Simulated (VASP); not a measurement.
# H10CO6 in VASP: a series of runs

The runs below take H10CO6 through single point, molecular dynamics, with PBE.

Everything below comes from runs of VASP 6.6.1. Logs are shortened: lines on timing, memory, paths and dates and some standing lists are left out, and cuts for length are marked.

## Step 1: The cell of the first run

The cell holds an amorphous packing of atoms, 17 atoms: a = 6.196 Å, b = 6.196 Å, c = 6.196 Å, α = 90.00°, β = 90.00°, γ = 90.00°.

## Step 2: Single point, PBE

INCAR

```
SYSTEM = H10CO6
PREC = Accurate
ENCUT = 520
EDIFF = 1E-6
ISMEAR = -1
SIGMA = 0.05
LREAL = Auto
LASPH = .TRUE.
NELM = 60
ALGO = Normal
ISIF = 2
LWAVE = .FALSE.
LCHARG = .FALSE.
GGA = PE
NBANDS = 39
```

KPOINTS

```
Automatic mesh
0
G
  1 1 1
  0 0 0
```

POSCAR

```
H10CO6
1.0
    6.1962860000      0.0000000000      0.0000000000
    0.0000000000      6.1962860000      0.0000000000
    0.0000000000      0.0000000000      6.1962860000
O H C
6 10 1
Direct
    0.1931963760      0.3590376558      0.9114169359
    0.7360699619      0.4532876630      0.4542559850
    0.1332249673      0.0243855755      0.6690620801
    0.3290196740      0.5982938812      0.5441162658
    0.8235094378     -0.0818716244      0.9519250725
    0.6644625506      0.2221169262      0.8314496781
    0.2504242057      0.4644072272      0.8082583664
    0.0805805284      0.4195739190      0.9912550841
    0.7321966739      0.3552127839      0.5834139999
    0.8876769084      0.4941508510      0.4306289284
    0.1628717590      0.1604832314      0.7562110593
    0.0437842927      0.0756420862      0.5493613432
    0.4696361659      0.5787983318      0.4802070143
    0.2936275053      0.7485451769      0.5686793670
    0.9264743429     -0.0447203373      0.8416331977
    0.5346105716      0.0028726886      1.0604255517
    0.6662055302      0.0612625047      0.9464540533
```

Potentials or basis: VASP PAW PBE potentials, release 64 (O, H, C).

On the command line:

```
$ cat potpaw_PBE.64/O/POTCAR potpaw_PBE.64/H/POTCAR potpaw_PBE.64/C/POTCAR > POTCAR
$ mpirun -np 1 vasp_gam > vasp.out
```

OUTCAR:

```text
SYSTEM = H10CO6
   PREC = Accurate
   ENCUT = 520
   EDIFF = 1E-6
   ISMEAR = -1
   LREAL = Auto
   LASPH = .TRUE.
   NELM = 60
   ISIF = 2
   GGA = PE

 ion  position               nearest neighbor table
   1  0.193  0.359  0.911-   8 0.93   7 0.98
   2  0.736  0.453  0.454-  10 0.98   9 1.01
   3  0.133  0.024  0.669-  12 0.98  11 1.02
   4  0.329  0.598  0.544-  13 0.96  14 0.97
   5  0.824  0.918  0.952-  15 0.96  17 1.32
   6  0.664  0.222  0.831-  17 1.23
   7  0.250  0.464  0.808-   1 0.98
   8  0.081  0.420  0.991-   1 0.93
   9  0.732  0.355  0.583-   2 1.01
  10  0.888  0.494  0.431-   2 0.98
  11  0.163  0.160  0.756-   3 1.02
  12  0.044  0.076  0.549-   3 0.98
  13  0.470  0.579  0.480-   4 0.96
  14  0.294  0.749  0.569-   4 0.97
  15  0.926  0.955  0.842-   5 0.96
  16  0.535  0.003  0.060-  17 1.14
  17  0.666  0.061  0.946-  16 1.14   6 1.23   5 1.32

  LATTYP: Found a simple cubic cell.
 ALAT       =     6.1962860000

  Lattice vectors:

 A1 = (   6.1962860000,   0.0000000000,   0.0000000000)
 A2 = (   0.0000000000,   6.1962860000,   0.0000000000)
 A3 = (   0.0000000000,   0.0000000000,   6.1962860000)

Analysis of symmetry for initial positions (statically):
=====================================================================
 Subroutine PRICEL returns:
 Original cell was already a primitive cell.

 Routine SETGRP: Setting up the symmetry group for a
 simple cubic supercell.

 Subroutine GETGRP returns: Found  1 space group operations
 (whereof  1 operations were pure point group operations)
 out of a pool of 48 trial point group operations.

The static configuration has the point symmetry C_1 .

Analysis of symmetry for dynamics (positions and initial velocities):
=====================================================================
 Subroutine PRICEL returns:
 Original cell was already a primitive cell.

 Routine SETGRP: Setting up the symmetry group for a
 simple cubic supercell.

 Subroutine GETGRP returns: Found  1 space group operations
 (whereof  1 operations were pure point group operations)
 out of a pool of 48 trial point group operations.

The dynamic configuration has the point symmetry C_1 .

 Subroutine INISYM returns: Found  1 space group operations
[... 102 lines left out ...]
   NELM   =     60;   NELMIN=  2; NELMDL= -5     # of ELM steps
   EDIFF  = 0.1E-05   stopping-criterion for ELM
   LREAL  =      T    real-space projection
   EDIFFG = 0.1E-04   stopping-criterion for IOM
   NSW    =      0    number of steps for IOM
   IBRION =     -1    ionic relax: 0-MD 1-quasi-New 2-CG
   NFREE  =      0    steps in history (QN), initial steepest desc. (CG)
   ISIF   =      2    stress and relaxation
   ISYM   =      2    0-nonsym 1-usesym 2-fastsym
   POTIM  = 0.5000    time-step for ionic-motion
   TEBEG  =    0.0;   TEEND  =   0.0 temperature during run
   PSTRESS=    0.0 pullay stress
   NELECT =      50.0000    total number of electrons
   NUPDOWN=      -1.0000    fix difference up-down
   EMIN   =  10.00;   EMAX   =-10.00  energy-range for DOS
   EFERMI =   0.00;   METHOD = LEGACY
   ISMEAR =    -1;   SIGMA  =   0.05  broadening in eV -4-tet -1-fermi 0-gaus
   EFERMI_NEDOS =   21; number of points for ismear=-14 and -15
   IALGO  =     38    algorithm
   IMIX   =      4    mixing-type and parameters
     AMIX     =   0.40;   BMIX     =  1.00
     AMIX_MAG =   1.60;   BMIX_MAG =  1.00
  volume/ion in A,a.u.               =      13.99        94.44
  Fermi-wavevector in a.u.,A,eV,Ry     =   0.973345  1.839355 12.890161  0.947400
  Thomas-Fermi vector in A             =   2.103717
   LORBIT       =      0    0 simple, 1 ext, 2 COOP (PROOUT), +10 PAW based schemes
   GGA     = PE    functional components
   LHFCALC =     F    Hartree Fock is set to
   AEXX    =    0.0000 exact exchange contribution
   IVDW    =     0    specifies the selected vdW correction
   LEPSILON=     F    determine dielectric tensor
   LRPA    =     F    only Hartree local field effects (RPA)
 non-spin polarized calculation
  energy-cutoff  :      520.00
  volume of cell :      237.90
 maximum number of plane-waves:      3202
 NGX is ok and might be reduce to    48
   NGX = 23   NGY = 23   NGZ = 23

 number of electron      49.9999978 magnetization

 Free energy of the ion-electron system (eV)
  ---------------------------------------------------
  ext. energy  EPLUGINS =         0.00000000
  ---------------------------------------------------
  free energy    TOTEN  =       -88.37491814 eV

  energy without entropy =      -88.37491814  energy(sigma->0) =      -88.37491814

 E-fermi :  -2.9986     XC(G=0):  -5.8791

 val. band max:       -4.2697501490   @ k =   0.0000   0.0000   0.0000
 cond. band min:       0.6273718656   @ k =   0.0000   0.0000   0.0000
 fundamental gap:      4.8971220146
 Fermi energy:        -2.9986229125

 k-point     1 :       0.0000    0.0000    0.0000
  band No.  band energies     occupation
      1     -25.5836      2.00000
      2     -23.2792      2.00000
      3     -23.1950      2.00000
      4     -22.6214      2.00000
      5     -22.4501      2.00000
      6     -22.1265      2.00000
[... 29 lines left out ...]
     36       6.9062      0.00000
     37       7.0016      0.00000
 [bands above 37 left out]

------------------------ aborting loop because EDIFF is reached ----------------------------------------

  FORCE on cell =-STRESS in cart. coord.  units (eV):
  Direction    XX          YY          ZZ          XY          YZ          ZX
  --------------------------------------------------------------------------------------
  -------------------------------------------------------------------------------------
  Total        2.6613459      0.7080697     -0.0718435     -1.1329163      1.0972423     -1.4245490
  in kB       17.9232819      4.7686144     -0.4838421     -7.6298157      7.3895629     -9.5938649
  external PRESSURE =       7.4026847 kB  Pullay stress =       0.0000000 kB

 VOLUME and BASIS-vectors are now :
 -----------------------------------------------------------------------------
  energy-cutoff  :      520.00
  volume of cell :      237.90
      direct lattice vectors                 reciprocal lattice vectors
     6.196286000  0.000000000  0.000000000     0.161386999  0.000000000  0.000000000
     0.000000000  6.196286000  0.000000000     0.000000000  0.161386999  0.000000000
     0.000000000  0.000000000  6.196286000     0.000000000  0.000000000  0.161386999

 POSITION                                       TOTAL-FORCE (eV/Angst)
 -----------------------------------------------------------------------------------
      1.19710      2.22470      5.64740         1.538782     -1.061178     -0.718964
      4.56090      2.80870      2.81470         0.601198     -0.566742      0.260071
      0.82550      0.15110      4.14570        -0.397348     -0.011096     -0.306556
      2.03870      3.70720      3.37150        -1.333618     -0.431870      0.583691
      5.10270      5.68899      5.89840        -0.964212     -0.945588      1.418201
      4.11720      1.37630      5.15190        -0.334865     -0.161804      0.205379
[... 9 lines left out ...]
      3.31260      0.01780      0.37441         0.323995      0.805710     -0.501957
      4.12800      0.37960      5.86450        -0.752184     -0.250193      0.325390
 -----------------------------------------------------------------------------------
    total drift:                                0.002099     -0.002122      0.005457

  FREE ENERGIE OF THE ION-ELECTRON SYSTEM (eV)
  ---------------------------------------------------
  free  energy   TOTEN  =       -88.3749181389 eV

  energy  without entropy=      -88.3749181389  energy(sigma->0) =      -88.37491814
```

stdout:

```text
POSCAR found type information on POSCAR O H C
 POSCAR found :  3 types and      17 ions
 scaLAPACK will be used
 LDA part: xc-table for (Slater+PW92), standard interpolation
 POSCAR, INCAR and KPOINTS ok, starting setup
 FFT: planning ... GRIDC
 FFT: planning ... GRID_SOFT
 FFT: planning ... GRID
 WAVECAR not read
 entering main loop
```

Run time: 18 s. Hardware: 1 thread of Intel Xeon Platinum 8488C (Sapphire Rapids), shared host; peak memory 0.31 GiB.

Results:

| Item | Value |
| --- | --- |
| Free energy | -88.3749 eV |
| Pressure | 0.7 GPa |
| Largest force | 2.317 eV/Å |
| Band gap on the k mesh | 4.90 eV |

Forces in eV/Å, atoms in the order of the input:
```
O    1.539 -1.061 -0.719
O    0.601 -0.567  0.260
O   -0.397 -0.011 -0.307
O   -1.334 -0.432  0.584
O   -0.964 -0.946  1.418
O   -0.335 -0.162  0.205
H    0.191  0.415 -0.327
H   -1.555  0.939  0.874
H    0.113  0.659 -0.546
H   -0.596 -0.130  0.259
H    0.020 -0.180  0.046
H    0.257 -0.110  0.050
H    0.836  0.183 -0.137
H    0.241  0.490 -0.082
H    1.811  0.358 -1.401
H    0.324  0.806 -0.502
C   -0.752 -0.250  0.325
```

Caveat: the k points lie up to 1.01 Å⁻¹ apart.

[end of part 1 of 2]
